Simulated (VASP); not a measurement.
Here is a VASP 6.6.1 calculation.

The input INCAR:

```
  PREC = Accurate
  ENCUT = 520
  EDIFF = 1E-7
  ISMEAR = 0
  SIGMA = 0.1
  LREAL = F
  LASPH = T
  NELM = 80
  ALGO = Normal
  ISIF = 2
  LWAVE = F
  LCHARG = F
  LDIPOL = T
  IDIPOL = 3
  DIPOL = 0.5 0.5 0.500
  NBANDS = 21
```

KPOINTS

```
regular mesh
0
Gamma
  12 12 1
```

The input POSCAR:

```
Ge
1.0
    4.0729350596      0.0000000000      0.0000000000
   -2.0364675298      3.5272652296      0.0000000000
    0.0000000000      0.0000000000     28.0000000000
Ge
2
Direct
    0.3333333333      0.6666666667      0.5085714286
    0.6666666667      0.3333333333      0.4914285714
```

Potentials or basis: VASP PAW LDA potentials, release 64 (Ge_d).

Run with:

```console
$ cat potpaw_LDA.64/Ge_d/POTCAR > POTCAR
$ mpirun -np 1 vasp_std > vasp.out
```

**Question.** Predict the largest force.

**Answer.** 0.287 eV/Å.

**Question.** Estimate the band gap on the k mesh.

**Answer.** Zero (band 14 reaches -3.62 eV, above the bottom of band 15 at -4.13 eV).

Forces on the atoms (eV/Å):
```
Ge   0.000  0.000  0.287
Ge   0.000  0.000 -0.287
```
